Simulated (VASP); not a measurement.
Input of a VASP 6.6.1 run:

POSCAR

```
AlP
1.0
    0.0000000000      2.7115896024      2.7115896024
    2.7115896024      0.0000000000      2.7115896024
    2.7115896024      2.7115896024      0.0000000000
Al P
1 1
Direct
    0.0000000000      0.0000000000      0.0000000000
    0.2500000000      0.2500000000      0.2500000000
```

INCAR.step1

```
PREC = Accurate
ENCUT = 550
ISMEAR = 0
SIGMA = 0.01
LREAL = F
LASPH = T
NELM = 120
NBANDS = 11
GGA = PE
ALGO = Normal
EDIFF = 1E-5
LWAVE = T
LCHARG = F
GGA_COMPAT = F
```

INCAR.step2

```
PREC = Accurate
ENCUT = 550
EDIFF = 1E-6
ISMEAR = 0
SIGMA = 0.01
LREAL = F
LASPH = T
NELM = 120
ALGO = Normal
ISIF = 2
LWAVE = F
LCHARG = F
METAGGA = R2SCAN
LMIXTAU = T
NBANDS = 11
ISTART = 1
GGA_COMPAT = F
```

The input KPOINTS:

```
regular mesh
0
Gamma
  6 6 6
```

Potentials or basis: VASP PAW PBE potentials, release 64 (Al, P).

Launch:

```console
$ cat potpaw_PBE.64/Al/POTCAR potpaw_PBE.64/P/POTCAR > POTCAR
$ cp INCAR.step1 INCAR
$ mpirun -np 1 vasp_std > vasp.out
$ cp INCAR.step2 INCAR
$ mpirun -np 1 vasp_std > vasp.out
```

(1) What does it give for the pressure?

(2) What does it give for the band gap on the k mesh?

Answers

(1) 2.6 GPa.

(2) 1.87 eV, indirect (least direct gap 4.09 eV).

Caveat: the PAW data sets were made with another functional, which shifts forces and pressure a little.
